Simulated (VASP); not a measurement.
# Rh (P6_3/mmc) in VASP: notebook

The runs below take Rh through single point, with PBEsol.

Program: VASP 6.6.1. These are calculated values, not measurements. Logs are shortened: lines on timing, memory, paths and dates and some standing lists are left out, and cuts for length are marked.

## Step 1: The cell of the first run

The structure is hexagonal, space group P6_3/mmc (No. 194). The conventional cell has a = 2.527 Å, b = 2.527 Å, c = 4.549 Å, α = 90.00°, β = 90.00°, γ = 120.00°. Within 3.3 Å of Rh (site symmetry -6m2) lie 12 Rh at 2.53 to 2.70 Å.

This isn't the form of Rh at room conditions, which is fcc.

## Step 2: Single point, PBEsol (biaxial strain in the a-b plane: -6.0 %, then relaxed in part)

INCAR reads:

```
SYSTEM = Rh
PREC     = Accurate       ! precision mode
ENCUT    = 520            ! plane-wave cutoff, eV
EDIFF    = 1E-6           ! SCF threshold, eV
ISMEAR   = 0              ! smearing method
SIGMA    = 0.1            ! smearing width, eV
LREAL    = .False.        ! projectors in reciprocal space
LASPH    = .True.         ! aspherical terms in the spheres
NELM     = 80             ! most SCF steps
ALGO     = Fast           ! electronic algorithm
ISIF     = 2              ! what is computed and relaxed
LWAVE    = .False.        ! write WAVECAR
LCHARG   = .False.        ! write CHGCAR
GGA      = PS             ! functional
NBANDS   = 22             ! bands
```

KPOINTS reads:

```
Automatic mesh
0
Gamma
  24 24 12
  0 0 0
```

POSCAR reads:

```
Rh
1.0
    2.5274119196      0.0000000000      0.0000000000
   -1.2637059598      2.1888029282      0.0000000000
    0.0000000000      0.0000000000      4.5490571930
Rh
2
Direct
    0.6666666667      0.3333333333      0.7500000000
    0.3333333333      0.6666666667      0.2500000000
```

Potentials or basis: VASP PAW PBE potentials, release 64 (Rh_pv).

Command:

```
> cat potpaw_PBE.64/Rh_pv/POTCAR > POTCAR
> mpirun -np 1 vasp_std > vasp.out
```

OUTCAR:

```text
SYSTEM = Rh
   PREC = Accurate
   ENCUT = 520
   EDIFF = 1E-6
   ISMEAR = 0
   LREAL = .False.
   LASPH = .True.
   NELM = 80
   ISIF = 2
   GGA = PS

 ion  position               nearest neighbor table
   1  0.667  0.333  0.750-   2 2.70   2 2.70   2 2.70   2 2.70   2 2.70   2 2.70
   2  0.333  0.667  0.250-   1 2.70   1 2.70   1 2.70   1 2.70   1 2.70   1 2.70

  LATTYP: Found a hexagonal cell.
 ALAT       =     2.5274119196
 C/A-ratio  =     1.7998875283

  Lattice vectors:

 A1 = (   2.5274119196,   0.0000000000,   0.0000000000)
 A2 = (  -1.2637059598,   2.1888029282,   0.0000000000)
 A3 = (   0.0000000000,   0.0000000000,   4.5490571930)

Analysis of symmetry for initial positions (statically):
=====================================================================
 Subroutine PRICEL returns:
 Original cell was already a primitive cell.

 Routine SETGRP: Setting up the symmetry group for a
 hexagonal supercell.

 Subroutine GETGRP returns: Found 24 space group operations
 (whereof 12 operations were pure point group operations)
 out of a pool of 24 trial point group operations.

The static configuration has the point symmetry D_3d.
 The point group associated with its full space group is D_6h.

Analysis of symmetry for dynamics (positions and initial velocities):
=====================================================================
 Subroutine PRICEL returns:
 Original cell was already a primitive cell.

 Routine SETGRP: Setting up the symmetry group for a
 hexagonal supercell.

 Subroutine GETGRP returns: Found 24 space group operations
 (whereof 12 operations were pure point group operations)
 out of a pool of 24 trial point group operations.

The dynamic configuration has the point symmetry D_3d.
 The point group associated with its full space group is D_6h.

 Subroutine INISYM returns: Found 24 space group operations
 (whereof 12 operations are pure point group operations),
 and found     1 'primitive' translations

----------------------------------------------------------------------------------------

                                     Primitive cell

  volume of cell :      25.1654

  direct lattice vectors                    reciprocal lattice vectors
     2.527411920  0.000000000  0.000000000     0.395661662  0.228435367  0.000000000
    -1.263705960  2.188802928  0.000000000     0.000000000  0.456870734  0.000000000
     0.000000000  0.000000000  4.549057193     0.000000000  0.000000000  0.219825770

  length of vectors
     2.527411920  2.527411920  4.549057193     0.456870734  0.456870734  0.219825770

  position of ions in fractional coordinates (direct lattice)
     0.666666667  0.333333333  0.750000000
     0.333333333  0.666666667  0.250000000

  ion indices of the primitive-cell ions
   primitive index   ion index
                 1           1
                 2           2

----------------------------------------------------------------------------------------

 KPOINTS: Automatic mesh

Automatic generation of k-mesh.
 Grid dimensions read from file:
 generate k-points for:   24   24   12

 Generating k-lattice:

  Cartesian coordinates                     Fractional coordinates (reciprocal lattice)
     0.016485903  0.009518140  0.000000000     0.041666667 -0.000000000  0.000000000
     0.000000000  0.019036281  0.000000000     0.000000000  0.041666667  0.000000000
     0.000000000  0.000000000  0.018318814     0.000000000  0.000000000  0.083333333

  Length of vectors
     0.019036281  0.019036281  0.018318814

  Shift w.r.t. Gamma in fractional coordinates (k-lattice)
     0.000000000  0.000000000  0.000000000

 Subroutine IBZKPT returns following result:
 ===========================================

 Found    427 irreducible k-points:

 Following reciprocal coordinates:
            Coordinates               Weight
  0.000000  0.000000  0.000000      1.000000
  0.041667  0.000000  0.000000      6.000000
  0.083333  0.000000  0.000000      6.000000
  0.125000 -0.000000  0.000000      6.000000
  0.166667  0.000000  0.000000      6.000000
[... 47 lines left out ...]
      1     -33.8086      2.00000
      2     -33.0409      2.00000
      3     -33.0409      2.00000
      4     -33.0396      2.00000
      5     -32.9651      2.00000
      6     -32.9651      2.00000
[... 14 lines left out ...]
     21      30.0881      0.00000
     22      32.2078      0.00000

 k-point     2 :       0.0417    0.0000    0.0000
  band No.  band energies     occupation
      1     -33.8031      2.00000
      2     -33.0592      2.00000
      3     -33.0459      2.00000
      4     -33.0400      2.00000
      5     -32.9837      2.00000
      6     -32.9686      2.00000
[... 14 lines left out ...]
     21      30.2079      0.00000
     22      32.3332      0.00000

 k-point     3 :       0.0833    0.0000    0.0000
  band No.  band energies     occupation
      1     -33.7869      2.00000
      2     -33.1127      2.00000
      3     -33.0604      2.00000
      4     -33.0413      2.00000
      5     -33.0379      2.00000
      6     -32.9790      2.00000
[... 14 lines left out ...]
     21      30.5515      0.00000
     22      32.6755      0.00000

 k-point     4 :       0.1250   -0.0000    0.0000
  band No.  band energies     occupation
      1     -33.7607      2.00000
      2     -33.1976      2.00000
      3     -33.1232      2.00000
      4     -33.0832      2.00000
      5     -33.0439      2.00000
      6     -32.9957      2.00000
[... 14 lines left out ...]
     21      31.0624      0.00000
     22      33.0990      0.00000

 k-point     5 :       0.1667    0.0000    0.0000
  band No.  band energies     occupation
      1     -33.7255      2.00000
      2     -33.3077      2.00000
      3     -33.2329      2.00000
      4     -33.1125      2.00000
      5     -33.0481      2.00000
      6     -33.0177      2.00000
[... 417 lines left out ...]
 k-point    22 :       0.3750    0.0417    0.0000
  band No.  band energies     occupation
      1     -33.9779      2.00000
      2     -33.8821      2.00000
      3     -33.4563      2.00000
      4     -33.2985      2.00000
      5     -33.1689      2.00000
      6     -33.1208      2.00000
[... 14 lines left out ...]
     21      28.5538      0.00000
     22      29.2105      0.00000

 k-point    23 :       0.4167    0.0417    0.0000
  band No.  band energies     occupation
      1     -34.0435      2.00000
      2     -33.9438      2.00000
      3     -33.4185      2.00000
      4     -33.3164      2.00000
      5     -33.1836      2.00000
      6     -33.1390      2.00000
[... 14 lines left out ...]
     21      28.0817      0.00000
     22      28.6056      0.00000

 k-point    24 :       0.4583    0.0417    0.0000
  band No.  band energies     occupation
      1     -34.0773      2.00000
      2     -33.9756      2.00000
      3     -33.3964      2.00000
      4     -33.3257      2.00000
      5     -33.1912      2.00000
      6     -33.1509      2.00000
[... 14 lines left out ...]
     21      27.7956      0.00000
     22      28.2119      0.00000

 [... further k-points ...]

------------------------ aborting loop because EDIFF is reached ----------------------------------------

  FORCE on cell =-STRESS in cart. coord.  units (eV):
  Direction    XX          YY          ZZ          XY          YZ          ZX
  --------------------------------------------------------------------------------------
  -------------------------------------------------------------------------------------
  Total        7.1879000      7.1879000     -0.0042074     -0.0000000      0.0000000      0.0000000
  in kB      457.6237128    457.6237128     -0.2678690     -0.0000000      0.0000000      0.0000000
  external PRESSURE =     304.9931855 kB  Pullay stress =       0.0000000 kB

 VOLUME and BASIS-vectors are now :
 -----------------------------------------------------------------------------
  energy-cutoff  :      520.00
  volume of cell :       25.17
      direct lattice vectors                 reciprocal lattice vectors
     2.527411920  0.000000000  0.000000000     0.395661662  0.228435367  0.000000000
    -1.263705960  2.188802928  0.000000000     0.000000000  0.456870734  0.000000000
     0.000000000  0.000000000  4.549057193     0.000000000  0.000000000  0.219825770

 POSITION                                       TOTAL-FORCE (eV/Angst)
 -----------------------------------------------------------------------------------
      1.26371      0.72960      3.41179        -0.000000     -0.000000      0.000000
     -0.00000      1.45920      1.13726         0.000000      0.000000      0.000000
 -----------------------------------------------------------------------------------
    total drift:                               -0.000000      0.000000     -0.000000

  FREE ENERGIE OF THE ION-ELECTRON SYSTEM (eV)
  ---------------------------------------------------
  free  energy   TOTEN  =       -15.8080486814 eV

  energy  without entropy=      -15.7942795006  energy(sigma->0) =      -15.80116409
```

It took 2 min on 1 thread of Intel Xeon Platinum 8488C (Sapphire Rapids), shared host; peak memory 0.28 GiB.

Results:

```
Free energy            : -15.8080 eV
Pressure               : 30.5 GPa
Band gap on the k mesh : zero (bands 15 and 16 overlap by 3.10 eV)
```

Caveat: the cell differs from its parent crystal (biaxial strain in the a-b plane: -6.0 %, then relaxed in part); the cell stands under pressure; the PAW data sets were made with another functional, which shifts forces and pressure a little.

## Step 3: Single point, PBEsol (biaxial strain in the a-b plane: -4.0 %)

INCAR reads:

```
SYSTEM = Rh
  ALGO = Fast
  EDIFF = 1E-6
  ENCUT = 520
  GGA = PS
  ISIF = 2
  ISMEAR = 0
  LASPH = .True.
  LCHARG = .False.
  LREAL = .False.
  LWAVE = .False.
  NBANDS = 22
  NELM = 60
  PREC = Accurate
  SIGMA = 0.1
```

KPOINTS reads:

```
k-points
0
Gamma
  24 24 12
  0 0 0
```

POSCAR reads:

```
Rh
1.0
    2.5811866413      0.0000000000      0.0000000000
   -1.2905933207      2.2353732033      0.0000000000
    0.0000000000      0.0000000000      4.4329167299
Rh
2
Direct
    0.6666666667      0.3333333333      0.7500000000
    0.3333333333      0.6666666667      0.2500000000
```

Potentials or basis: VASP PAW PBE potentials, release 64 (Rh_pv).

Command:

```
> cat potpaw_PBE.64/Rh_pv/POTCAR > POTCAR
> mpirun -np 1 vasp_std > vasp.out
```

Wall time 2 min (1 thread of Intel Xeon Platinum 8488C (Sapphire Rapids), shared host); peak memory 0.29 GiB.

It converged, with:

```yaml
Free_energy: -16.0420 eV
Pressure: 20.6 GPa
Band_gap_on_the_k_mesh: zero (bands 15 and 16 overlap by 3.00 eV)
```

Stress tensor (GPa, compression positive):
```
28.32  0.00  0.00
 0.00 28.32  0.00
 0.00  0.00  5.24
```

Levels at points of the mesh, in eV from the Fermi level:
```csv
k point,band 13,band 14,band 15,band 16,band 17,band 18
"(0.00, 0.00, 0.00)",-2.90,-1.64,-1.64,-0.01,0.25,0.25
"(0.50, 0.00, 0.00)",-2.17,0.58,0.88,1.12,3.44,5.73
"(0.00, 0.00, 0.50)",-3.38,-3.38,-0.39,-0.39,-0.39,-0.39
"(0.50, 0.00, 0.50)",-0.32,-0.32,1.02,1.02,2.86,2.86
```

Caveat: the cell differs from its parent crystal (biaxial strain in the a-b plane: -4.0 %); the cell stands under pressure; the PAW data sets were made with another functional, which shifts forces and pressure a little.

## Step 4: Single point, PBEsol (biaxial strain in the a-b plane: -4.0 %, then relaxed in part)

INCAR reads:

```
SYSTEM = Rh
PREC     = Accurate       ! precision mode
ENCUT    = 520            ! plane-wave cutoff, eV
EDIFF    = 1E-7           ! SCF threshold, eV
ISMEAR   = 0              ! smearing method
SIGMA    = 0.1            ! smearing width, eV
LREAL    = .False.        ! projectors in reciprocal space
LASPH    = .True.         ! aspherical terms in the spheres
NELM     = 100            ! most SCF steps
ALGO     = Fast           ! electronic algorithm
ISIF     = 2              ! what is computed and relaxed
LWAVE    = .False.        ! write WAVECAR
LCHARG   = .False.        ! write CHGCAR
GGA      = PS             ! functional
NBANDS   = 22             ! bands
```

KPOINTS reads:

```
Automatic mesh
0
Gamma
  24 24 12
  0 0 0
```

Edit POSCAR of step 3 so:

```diff
@@ -4,3 +4,3 @@
    -1.2905933207      2.2353732033      0.0000000000
-    0.0000000000      0.0000000000      4.4329167299
+    0.0000000000      0.0000000000      4.4772113924
 Rh
```

Command:

```
> cat potpaw_PBE.64/Rh_pv/POTCAR > POTCAR
> mpirun -np 1 vasp_std > vasp.out
```

Run time: 2.6 min. Hardware: 1 thread of Intel Xeon Platinum 8488C (Sapphire Rapids), shared host; peak memory 0.29 GiB.

It converged, with:

| Quantity | Value |
| --- | --- |
| Free energy | -16.0463 eV |
| Pressure | 17.3 GPa |
| Band gap on the k mesh | zero (bands 15 and 16 overlap by 2.98 eV) |

Stress tensor (GPa, compression positive):
```
26.05  0.00  0.00
 0.00 26.05  0.00
 0.00  0.00 -0.06
```

Levels at points of the mesh, in eV from the Fermi level:
```csv
k point,band 11,band 12,band 13,band 14,band 15,band 16,band 17,band 18,band 19,band 20
"(0.00, 0.00, 0.00)",-3.31,-2.86,-2.86,-1.52,-1.52,-0.08,0.27,0.27,8.24,16.28
"(0.50, 0.00, 0.00)",-3.07,-2.66,-2.09,0.54,0.93,1.15,3.43,5.70,10.65,10.84
"(0.00, 0.00, 0.50)",-3.30,-3.30,-3.30,-3.30,-0.35,-0.35,-0.35,-0.35,14.31,14.31
"(0.50, 0.00, 0.50)",-1.54,-1.54,-0.31,-0.31,1.06,1.06,2.86,2.86,10.20,10.20
```

Caveat: the cell differs from its parent crystal (biaxial strain in the a-b plane: -4.0 %, then relaxed in part); the cell stands under pressure; the PAW data sets were made with another functional, which shifts forces and pressure a little.

## Step 5: Single point, PBEsol (biaxial strain in the a-b plane: -2.0 %)

INCAR reads:

```
SYSTEM = Rh
ALGO     = Fast           ! electronic algorithm
EDIFF    = 1E-6           ! SCF threshold, eV
ENCUT    = 520            ! plane-wave cutoff, eV
GGA      = PS             ! functional
ISIF     = 2              ! what is computed and relaxed
ISMEAR   = 0              ! smearing method
LASPH    = .True.         ! aspherical terms in the spheres
LCHARG   = .True.         ! write CHGCAR
LELF     = .True.         ! ELF
LREAL    = .False.        ! projectors in reciprocal space
LVHAR    = .True.       
LWAVE    = .False.        ! write WAVECAR
NBANDS   = 22             ! bands
NELM     = 60             ! most SCF steps
PREC     = Accurate       ! precision mode
SIGMA    = 0.1            ! smearing width, eV
```

KPOINTS reads:

```
k-points
0
Gamma
  24 24 12
  0 0 0
```

POSCAR reads:

```
Rh
1.0
    2.6349613630      0.0000000000      0.0000000000
   -1.3174806815      2.2819434783      0.0000000000
    0.0000000000      0.0000000000      4.3809684869
Rh
2
Direct
    0.6666666667      0.3333333333      0.7500000000
    0.3333333333      0.6666666667      0.2500000000
```

Command:

```
> cat potpaw_PBE.64/Rh_pv/POTCAR > POTCAR
> mpirun -np 1 vasp_std > vasp.out
```

It took 2 min on 1 thread of Intel Xeon Platinum 8488C (Sapphire Rapids), shared host; peak memory 0.29 GiB.

It converged, with:

```yaml
Free_energy: -16.1681 eV
Pressure: 9.0 GPa
Band_gap_on_the_k_mesh: zero (bands 15 and 16 overlap by 2.73 eV)
```

Stress tensor (GPa, compression positive):
```
12.17  0.00  0.00
 0.00 12.17  0.00
 0.00  0.00  2.56
```

Levels at points of the mesh, in eV from the Fermi level:
| k point | band 11 | band 12 | band 13 | band 14 | band 15 | band 16 | band 17 | band 18 | band 19 | band 20 |
| --- | --- | --- | --- | --- | --- | --- | --- | --- | --- | --- |
| (0.00, 0.00, 0.00) | -3.25 | -2.74 | -2.74 | -1.84 | -1.84 | 0.18 | 0.18 | 0.32 | 8.62 | 15.98 |
| (0.50, 0.00, 0.00) | -3.04 | -2.51 | -2.24 | 0.61 | 0.63 | 0.91 | 3.23 | 5.44 | 10.59 | 10.85 |
| (0.00, 0.00, 0.50) | -3.31 | -3.31 | -3.31 | -3.31 | -0.44 | -0.44 | -0.44 | -0.44 | 14.73 | 14.73 |
| (0.50, 0.00, 0.50) | -1.69 | -1.69 | -0.34 | -0.34 | 0.80 | 0.80 | 2.73 | 2.73 | 9.81 | 9.81 |

Caveat: the cell differs from its parent crystal (biaxial strain in the a-b plane: -2.0 %); the cell stands under pressure; the PAW data sets were made with another functional, which shifts forces and pressure a little.

## Step 6: Single point, PBEsol (biaxial strain in the a-b plane: -2.0 %, then relaxed in part)

INCAR reads:

```
PREC = Accurate
ENCUT = 520
EDIFF = 1E-6
ISMEAR = 0
SIGMA = 0.1
LREAL = F
LASPH = T
NELM = 80
ALGO = Fast
ISIF = 2
LWAVE = F
LCHARG = F
GGA = PS
NBANDS = 22
```

KPOINTS reads:

```
regular mesh
0
Gamma
  24 24 12
```

Edit POSCAR of step 5 so:

```diff
@@ -4,3 +4,3 @@
    -1.3174806815      2.2819434783      0.0000000000
-    0.0000000000      0.0000000000      4.3809684869
+    0.0000000000      0.0000000000      4.4042687772
 Rh
```

Potentials or basis: VASP PAW PBE potentials, release 64 (Rh_pv).

Command:

```
> cat potpaw_PBE.64/Rh_pv/POTCAR > POTCAR
> mpirun -np 1 vasp_std > vasp.out
```

Run time: 2 min. Hardware: 1 thread of Intel Xeon Platinum 8488C (Sapphire Rapids), shared host; peak memory 0.29 GiB.

The run converged. Its results:

```yaml
Free_energy: -16.1693 eV
Pressure: 7.3 GPa
Band_gap_on_the_k_mesh: zero (bands 15 and 16 overlap by 2.73 eV)
```

Stress tensor (GPa, compression positive):
```
11.00  0.00  0.00
 0.00 11.00  0.00
 0.00  0.00 -0.13
```

Levels at points of the mesh, in eV from the Fermi level:
| k point | band 13 | band 14 | band 15 | band 16 | band 17 | band 18 |
| --- | --- | --- | --- | --- | --- | --- |
| (0.00, 0.00, 0.00) | -2.72 | -1.77 | -1.77 | 0.19 | 0.19 | 0.28 |
| (0.50, 0.00, 0.00) | -2.19 | 0.60 | 0.66 | 0.93 | 3.22 | 5.43 |
| (0.00, 0.00, 0.50) | -3.27 | -3.27 | -0.43 | -0.43 | -0.43 | -0.43 |
| (0.50, 0.00, 0.50) | -0.33 | -0.33 | 0.82 | 0.82 | 2.74 | 2.74 |

Caveat: the cell differs from its parent crystal (biaxial strain in the a-b plane: -2.0 %, then relaxed in part); the cell stands under pressure; the PAW data sets were made with another functional, which shifts forces and pressure a little.

## Step 7: Overview

```tsv
cell	further INCAR settings	gap on the mesh (eV)	pressure (GPa)
a = 2.527, b = 2.527, c = 4.549 Å, angles 90.0, 90.0, 120.0°, 2 atoms	ALGO = Fast; EDIFF = 1e-06; NBANDS = 22	none	30.5
a = 2.581, b = 2.581, c = 4.433 Å, angles 90.0, 90.0, 120.0°, 2 atoms	ALGO = Fast; EDIFF = 1e-06; NBANDS = 22	none	20.6
a = 2.581, b = 2.581, c = 4.477 Å, angles 90.0, 90.0, 120.0°, 2 atoms	ALGO = Fast; EDIFF = 1e-07; NBANDS = 22	none	17.3
a = 2.635, b = 2.635, c = 4.381 Å, angles 90.0, 90.0, 120.0°, 2 atoms	ALGO = Fast; EDIFF = 1e-06; NBANDS = 22	none	9.0
a = 2.635, b = 2.635, c = 4.404 Å, angles 90.0, 90.0, 120.0°, 2 atoms	ALGO = Fast; EDIFF = 1e-06; NBANDS = 22	none	7.3
```

Alike in all rows: task single point; level PBEsol; potentials or basis VASP PAW PBE potentials, release 64 (Rh_pv); no spin polarisation; k mesh 24 × 24 × 12; cutoff (eV) 520; smearing gaussian 0.1 eV.

Caveats: the cell stands under pressure; the PAW data sets were made with another functional, which shifts forces and pressure a little.

Total energies depend on the potentials used, so only differences within one code and one set of settings carry meaning.
